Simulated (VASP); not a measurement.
A run of VASP 6.6.1 is set up as follows.

POSCAR

```
Ru
1.0
    2.6918405422      0.0000000000      0.0000000000
   -1.3459202711      2.3312022925      0.0000000000
    0.0000000000      0.0000000000      8.6399050730
Ru
4
Direct
    0.0000000000      0.0000000000      0.0000000000
    0.0000000000      0.0000000000      0.5000000000
    0.3333333333      0.6666666667      0.2500000000
    0.6666666667      0.3333333333      0.7500000000
```

File INCAR.step1:

```
  PREC = Accurate
  ENCUT = 520
  ISMEAR = -1
  SIGMA = 0.1
  LREAL = F
  LASPH = T
  NELM = 60
  NBANDS = 36
  GGA = PE
  ALGO = Normal
  EDIFF = 1E-4
  LWAVE = T
  LCHARG = F
```

INCAR.step2

```
  PREC = Accurate
  ENCUT = 520
  EDIFF = 1E-7
  ISMEAR = -1
  SIGMA = 0.1
  LREAL = F
  LASPH = T
  NELM = 60
  ALGO = Normal
  ISIF = 2
  LWAVE = F
  LCHARG = T
  METAGGA = R2SCAN
  LMIXTAU = T
  LELF = T
  LVHAR = T
  NBANDS = 36
  ISTART = 1
```

Contents of KPOINTS:

```
Automatic mesh
0
Gamma
  13 13 4
```

Potentials or basis: VASP PAW PBE potentials, release 64 (Ru_pv).

Run with:

```bash
$ cat potpaw_PBE.64/Ru_pv/POTCAR > POTCAR
$ cp INCAR.step1 INCAR
$ mpirun -np 1 vasp_std > vasp.out
$ cp INCAR.step2 INCAR
$ mpirun -np 1 vasp_std > vasp.out
```

Q: What does it give for the band gap on the k mesh?

A: Zero (band 28 reaches 14.35 eV, above the bottom of band 29 at 11.36 eV).

Q: Predict the pressure.

A: 1.5 GPa.

Caveat: the PAW data sets were made with another functional, which shifts forces and pressure a little.
